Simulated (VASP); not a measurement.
Wanted: the native input for a VASP 6.6.1 run.

```
Task                   : single point
Functional             : PBEsol
Potentials or basis    : VASP PAW PBE potentials, release 64 (Mg)
Cutoff                 : 520 eV
k mesh                 : 16 × 16 × 16
Occupations            : fermi-dirac, width 0.05 eV
Spin                   : no spin polarisation
Dipole correction      : no
Further INCAR settings : ALGO = Normal; EDIFF = 1e-06; NBANDS = 7
```

The structure of Mg lies in POSCAR:

```
Mg
1.0
   -1.4615848388      1.4615848388      1.4615848388
    1.4615848388     -1.4615848388      1.4615848388
    1.4615848388      1.4615848388     -1.4615848388
Mg
1
Direct
    0.0000000000      0.0000000000      0.0000000000
```

This cell differs from its parent crystal: volume scaled by 0.97.

The input as run:

INCAR

```
ALGO = Normal ; EDIFF = 1E-6
ENCUT = 520 ; GGA = PS
ISIF = 2 ; ISMEAR = -1
LASPH = T ; LCHARG = F
LREAL = F ; LWAVE = F
NBANDS = 7 ; NELM = 80
PREC = Accurate ; SIGMA = 0.05
```

KPOINTS

```
k-points
0
Gamma
  16 16 16
```

Potentials or basis: VASP PAW PBE potentials, release 64 (Mg).

Command:

```bash
$ cat potpaw_PBE.64/Mg/POTCAR > POTCAR
$ mpirun -np 1 vasp_std > vasp.out
```

It gave:

- Pressure: 68.7 GPa
- Band gap on the k mesh: zero (band 1 reaches 10.64 eV, above the bottom of band 2 at 5.83 eV)

Caveat: the PAW data sets were made with another functional, which shifts forces and pressure a little.

Wall time 6.5 s on 1 thread of Intel Xeon 6975P-C, with other jobs on the host, peak memory 0.13 GiB.
